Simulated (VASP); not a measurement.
# BN in VASP: notebook

BN is run at these levels: PBE+D3(BJ); tasks: single point.

Program: VASP 6.6.1. These are calculated values, not measurements. Logs are shortened: lines on timing, memory, paths and dates and some standing lists are left out, and cuts for length are marked.

## (1) The cell of the first run

The cell holds a slab with vacuum, 2 atoms: a = 2.480 Å, b = 2.480 Å, c = 26.000 Å, α = 90.00°, β = 90.00°, γ = 120.00°.

## (2) Single point, PBE+D3(BJ)

Input file INCAR:

```
ALGO     = Normal         # electronic algorithm
DIPOL    = 0.5 0.5 0.500
EDIFF    = 1E-7           # SCF threshold, eV
ENCUT    = 520            # plane-wave cutoff, eV
GGA      = PE             # functional
IDIPOL   = 3            
ISIF     = 2              # what is computed and relaxed
ISMEAR   = 0              # smearing method
IVDW     = 12             # dispersion correction
LASPH    = T              # aspherical terms in the spheres
LCHARG   = F              # write CHGCAR
LDIPOL   = T            
LREAL    = F              # projectors in reciprocal space
LWAVE    = F              # write WAVECAR
NBANDS   = 11             # bands
NELM     = 100            # most SCF steps
PREC     = Accurate       # precision mode
SIGMA    = 0.02           # smearing width, eV
```

Input file KPOINTS:

```
k-points
0
Gamma
  12 12 1
```

Input file POSCAR:

```
BN
1.0
    2.4800000000      0.0000000000      0.0000000000
   -1.2400000000      2.1477430014      0.0000000000
    0.0000000000      0.0000000000     26.0000000000
B N
1 1
Direct
    0.0000000000      0.0000000000      0.5027500000
    0.6666666667      0.3333333333      0.4972500000
```

Potentials or basis: VASP PAW PBE potentials, release 64 (B, N).

The run is started by

```sh
$ cat potpaw_PBE.64/B/POTCAR potpaw_PBE.64/N/POTCAR > POTCAR
$ mpirun -np 1 vasp_std > vasp.out
```

OUTCAR:

```text
EDIFF = 1E-7
   ENCUT = 520
   GGA = PE
   ISIF = 2
   ISMEAR = 0
   IVDW = 12
   LASPH = T
   LREAL = F
   NELM = 100
   PREC = Accurate
 IVDW          = 12

 ion  position               nearest neighbor table
   1  0.000  0.000  0.503-   2 1.44   2 1.44   2 1.44
   2  0.667  0.333  0.497-   1 1.44   1 1.44   1 1.44

  LATTYP: Found a hexagonal cell.
 ALAT       =     2.4800000000
 C/A-ratio  =    10.4838709677

  Lattice vectors:

 A1 = (   2.4800000000,   0.0000000000,   0.0000000000)
 A2 = (  -1.2400000000,   2.1477430014,   0.0000000000)
 A3 = (   0.0000000000,   0.0000000000,  26.0000000000)

Analysis of symmetry for initial positions (statically):
=====================================================================
 Subroutine PRICEL returns:
 Original cell was already a primitive cell.

 Routine SETGRP: Setting up the symmetry group for a
 hexagonal supercell.

 Subroutine GETGRP returns: Found  6 space group operations
 (whereof  6 operations were pure point group operations)
 out of a pool of 24 trial point group operations.

The static configuration has the point symmetry C_3v.

Analysis of symmetry for dynamics (positions and initial velocities):
=====================================================================
 Subroutine PRICEL returns:
 Original cell was already a primitive cell.

 Routine SETGRP: Setting up the symmetry group for a
 hexagonal supercell.

 Subroutine GETGRP returns: Found  6 space group operations
 (whereof  6 operations were pure point group operations)
 out of a pool of 24 trial point group operations.

The dynamic configuration has the point symmetry C_3v.

 Subroutine INISYM returns: Found  6 space group operations
 (whereof  6 operations are pure point group operations),
 and found     1 'primitive' translations

----------------------------------------------------------------------------------------

                                     Primitive cell

  volume of cell :     138.4865

  direct lattice vectors                    reciprocal lattice vectors
     2.480000000  0.000000000  0.000000000     0.403225806  0.232802528  0.000000000
    -1.240000000  2.147743001  0.000000000     0.000000000  0.465605056  0.000000000
     0.000000000  0.000000000 26.000000000     0.000000000  0.000000000  0.038461538

  length of vectors
     2.480000000  2.480000000 26.000000000     0.465605056  0.465605056  0.038461538

  position of ions in fractional coordinates (direct lattice)
     0.000000000  0.000000000  0.502750000
     0.666666667  0.333333333  0.497250000

  ion indices of the primitive-cell ions
   primitive index   ion index
                 1           1
                 2           2

----------------------------------------------------------------------------------------

 KPOINTS: k-points

Automatic generation of k-mesh.
 Grid dimensions read from file:
 generate k-points for:   12   12    1

 Generating k-lattice:

  Cartesian coordinates                     Fractional coordinates (reciprocal lattice)
     0.033602151  0.019400211  0.000000000     0.083333333  0.000000000  0.000000000
     0.000000000  0.038800421  0.000000000     0.000000000  0.083333333  0.000000000
     0.000000000  0.000000000  0.038461538     0.000000000  0.000000000  1.000000000

  Length of vectors
     0.038800421  0.038800421  0.038461538

  Shift w.r.t. Gamma in fractional coordinates (k-lattice)
     0.000000000  0.000000000  0.000000000

 Subroutine IBZKPT returns following result:
 ===========================================

 Found     19 irreducible k-points:

 Following reciprocal coordinates:
            Coordinates               Weight
  0.000000  0.000000  0.000000      1.000000
  0.083333  0.000000  0.000000      6.000000
  0.166667  0.000000  0.000000      6.000000
  0.250000  0.000000  0.000000      6.000000
  0.333333  0.000000  0.000000      6.000000
  0.416667  0.000000  0.000000      6.000000
[... 11 lines left out ...]
  0.333333  0.250000  0.000000     12.000000
  0.333333  0.333333  0.000000      2.000000
   k-points           NKPTS =     19   k-points in BZ     NKDIM =     19   number of bands    NBANDS=     11
   number of dos      NEDOS =    301   number of ions     NIONS =      2
   total plane-waves  NPLWV =  63504
   dimension x,y,z NGX =    18 NGY =   18 NGZ =  196
   dimension x,y,z NGXF=    36 NGYF=   36 NGZF=  392
   ions per type =               1   1
   NGX,Y,Z   is equivalent  to a cutoff of  12.07, 12.07, 12.53 a.u.
   NGXF,Y,Z  is equivalent  to a cutoff of  24.13, 24.13, 25.06 a.u.
 SYSTEM =  unknown system
   PREC   = accura    normal or accurate (medium, high low for compatibility)
   ISTART =      0    job   : 0-new  1-cont  2-samecut
   ICHARG =      2    charge: 1-file 2-atom 10-const
   ISPIN  =      1    spin polarized calculation?
   LNONCOLLINEAR =      F non collinear calculations
   LSORBIT =      F    spin-orbit coupling
   LASPH  =      T    aspherical Exc in radial PAW
   ENCUT  =  520.0 eV  38.22 Ry    6.18 a.u.   4.61  4.61 48.34*2*pi/ulx,y,z
   NELM   =    100;   NELMIN=  2; NELMDL= -5     # of ELM steps
   EDIFF  = 0.1E-06   stopping-criterion for ELM
   LREAL  =      F    real-space projection
   EDIFFG = 0.1E-05   stopping-criterion for IOM
   NSW    =      0    number of steps for IOM
   IBRION =     -1    ionic relax: 0-MD 1-quasi-New 2-CG
   NFREE  =      0    steps in history (QN), initial steepest desc. (CG)
   ISIF   =      2    stress and relaxation
   ISYM   =      2    0-nonsym 1-usesym 2-fastsym
   POTIM  = 0.5000    time-step for ionic-motion
   TEBEG  =    0.0;   TEEND  =   0.0 temperature during run
   PSTRESS=    0.0 pullay stress
   NELECT =       8.0000    total number of electrons
   NUPDOWN=      -1.0000    fix difference up-down
   EMIN   =  10.00;   EMAX   =-10.00  energy-range for DOS
   EFERMI =   0.00;   METHOD = LEGACY
   ISMEAR =     0;   SIGMA  =   0.02  broadening in eV -4-tet -1-fermi 0-gaus
   EFERMI_NEDOS =   21; number of points for ismear=-14 and -15
   IALGO  =     38    algorithm
   IMIX   =      4    mixing-type and parameters
     AMIX     =   0.40;   BMIX     =  1.00
     AMIX_MAG =   1.60;   BMIX_MAG =  1.00
  volume/ion in A,a.u.               =      69.24       467.28
  Fermi-wavevector in a.u.,A,eV,Ry     =   0.632852  1.195917  5.449161  0.400502
  Thomas-Fermi vector in A             =   1.696309
   LORBIT       =      0    0 simple, 1 ext, 2 COOP (PROOUT), +10 PAW based schemes
   GGA     = PE    functional components
   LHFCALC =     F    Hartree Fock is set to
   AEXX    =    0.0000 exact exchange contribution
   IVDW    =    12    specifies the selected vdW correction
   LEPSILON=     F    determine dielectric tensor
   LRPA    =     F    only Hartree local field effects (RPA)
 non-spin polarized calculation
 Gauss-broadening in eV      SIGMA  =   0.02
  energy-cutoff  :      520.00
  volume of cell :      138.49
 maximum number of plane-waves:      3774
   NGX =  9   NGY =  9   NGZ = 97

 number of electron       7.9999997 magnetization

 dipolmoment           0.000000      0.000000     -0.033400 electrons x Angstroem

 Free energy of the ion-electron system (eV)
  ---------------------------------------------------
  ext. energy  EPLUGINS =         0.00000000
  ---------------------------------------------------
  free energy    TOTEN  =       -17.43370809 eV

  energy without entropy =      -17.43370809  energy(sigma->0) =      -17.43370809

 E-fermi :  -4.6245     XC(G=0):  -1.6444

 val. band max:       -4.7408637962   @ k =   0.3333   0.3333   0.0000
 cond. band min:      -0.4826438360   @ k =   0.0000   0.0000   0.0000
 fundamental gap:      4.2582199602
 Fermi energy:        -4.6244704234

 k-point     1 :       0.0000    0.0000    0.0000
  band No.  band energies     occupation
      1     -22.5326      2.00000
      2     -10.1036      2.00000
      3      -5.8844      2.00000
      4      -5.8844      2.00000
      5      -0.4826      0.00000
      6       0.6833      0.00000
      7       1.0956      0.00000
      8       1.5933      0.00000
      9       1.9087      0.00000
     10       2.7720      0.00000
     11       3.0549      0.00000

 k-point     2 :       0.0833    0.0000    0.0000
  band No.  band energies     occupation
      1     -22.3955      2.00000
      2      -9.9216      2.00000
      3      -6.4585      2.00000
      4      -6.1508      2.00000
      5      -0.2603      0.00000
      6       0.9099      0.00000
      7       1.3210      0.00000
      8       1.8124      0.00000
      9       2.1352      0.00000
     10       2.9857      0.00000
     11       3.2808      0.00000

 k-point     3 :       0.1667    0.0000    0.0000
  band No.  band energies     occupation
      1     -21.9911      2.00000
      2      -9.3880      2.00000
      3      -7.9003      2.00000
      4      -6.7981      2.00000
      5       0.3722      0.00000
      6       1.5862      0.00000
      7       1.9920      0.00000
      8       2.4595      0.00000
      9       2.8099      0.00000
     10       3.6022      0.00000
     11       3.9461      0.00000

 k-point     4 :       0.2500    0.0000    0.0000
  band No.  band energies     occupation
      1     -21.3464      2.00000
      2      -9.7617      2.00000
      3      -8.4938      2.00000
      4      -7.5469      2.00000
      5       1.3110      0.00000
      6       2.7029      0.00000
      7       3.0889      0.00000
      8       3.4254      0.00000
      9       3.9162      0.00000
     10       4.3600      0.00000
     11       5.0180      0.00000

 k-point     5 :       0.3333    0.0000    0.0000
  band No.  band energies     occupation
      1     -20.5302      2.00000
      2     -11.5829      2.00000
      3      -8.1890      2.00000
      4      -7.3858      2.00000
      5       1.7669      0.00000
      6       3.6877      0.00000
      7       4.2897      0.00000
      8       4.6691      0.00000
      9       5.3130      0.00000
     10       5.4707      0.00000
     11       6.0653      0.00000
[... 141 lines left out ...]
 k-point    16 :       0.4167    0.1667    0.0000
  band No.  band energies     occupation
      1     -19.0839      2.00000
      2     -13.3414      2.00000
      3     -10.1488      2.00000
      4      -5.2867      2.00000
      5      -0.0044      0.00000
      6       6.9679      0.00000
      7       8.0601      0.00000
      8       8.8462      0.00000
      9       9.1501      0.00000
     10       9.4905      0.00000
     11       9.5811      0.00000

 k-point    17 :       0.2500    0.2500    0.0000
  band No.  band energies     occupation
      1     -19.4679      2.00000
      2     -12.3328      2.00000
      3     -10.5621      2.00000
      4      -5.8828      2.00000
      5       0.8531      0.00000
      6       5.7305      0.00000
      7       6.7562      0.00000
      8       6.9950      0.00000
      9       7.6074      0.00000
     10       7.9946      0.00000
     11       8.5739      0.00000

 k-point    18 :       0.3333    0.2500    0.0000
  band No.  band energies     occupation
      1     -18.9334      2.00000
      2     -12.8797      2.00000
      3     -11.1837      2.00000
      4      -5.0677      2.00000
      5       0.0909      0.00000
      6       7.3249      0.00000
      7       8.0452      0.00000
      8       9.0098      0.00000
      9       9.4503      0.00000
     10       9.6492      0.00000
     11      10.1251      0.00000

 k-point    19 :       0.3333    0.3333    0.0000
  band No.  band energies     occupation
      1     -18.7288      2.00000
      2     -12.6769      2.00000
      3     -11.8737      2.00000
      4      -4.7409      2.00000
      5      -0.1110      0.00000
      6       7.3182      0.00000
      7       9.0856      0.00000
      8      10.1330      0.00000
      9      10.3180      0.00000
     10      11.3096      0.00000
     11      11.4756      0.00000

------------------------ aborting loop because EDIFF is reached ----------------------------------------

 vacuum level on the upper side and lower side of the slab       (xc-potential included)        -0.570         0.544

 Edisp (eV)   -0.15770

 E8    (eV) :    -0.0506

  FORCE on cell =-STRESS in cart. coord.  units (eV):
  Direction    XX          YY          ZZ          XY          YZ          ZX
  --------------------------------------------------------------------------------------
  -------------------------------------------------------------------------------------
  Total       1.35663     1.35663    -0.31044     0.00000     0.00000     0.00000
  in kB      15.69510    15.69510    -3.59153     0.00000     0.00000     0.00000
  external pressure =        9.27 kB  Pullay stress =        0.00 kB

 VOLUME and BASIS-vectors are now :
 -----------------------------------------------------------------------------
  energy-cutoff  :      520.00
  volume of cell :      138.49
      direct lattice vectors                 reciprocal lattice vectors
     2.480000000  0.000000000  0.000000000     0.403225806  0.232802528  0.000000000
    -1.240000000  2.147743001  0.000000000     0.000000000  0.465605056  0.000000000
     0.000000000  0.000000000 26.000000000     0.000000000  0.000000000  0.038461538

 POSITION                                       TOTAL-FORCE (eV/Angst)
 -----------------------------------------------------------------------------------
      0.00000      0.00000     13.07150         0.000000     -0.000000     -2.040981
      1.24000      0.71591     12.92850        -0.000000      0.000000      2.040981
 -----------------------------------------------------------------------------------
    total drift:                               -0.000001      0.000000     -0.000077

  FREE ENERGIE OF THE ION-ELECTRON SYSTEM (eV)
  ---------------------------------------------------
  free  energy   TOTEN  =       -17.5914041377 eV

  energy  without entropy=      -17.5914041377  energy(sigma->0) =      -17.59140414

 vacuum level on the upper side and lower side of the slab         0.438         1.599
```

Wall time 27 s (1 thread of AMD EPYC 9R45 (Zen 5), shared host); peak memory 0.21 GiB.

What came out:

```
Free energy                : -17.5914 eV
Largest force              : 2.041 eV/Å
Band gap on the k mesh     : 4.26 eV (least direct gap 4.63 eV)
Dispersion energy per atom : -0.079 eV
```

Forces on the atoms (eV/Å):
```
B    0.000  0.000 -2.041
N    0.000  0.000  2.041
```

Levels at points of the mesh, in eV from the valence-band top:
```
           k point  band 1  band 2  band 3  band 4  band 5  band 6  band 7  band 8
(0.00, 0.00, 0.00)  -17.79   -5.36   -1.14   -1.14    4.26    5.42    5.84    6.33
(0.50, 0.00, 0.00)  -14.60   -8.93   -4.01   -0.91    4.66    9.99   12.39   12.73
```

(Part 1 of 2 ends here.)
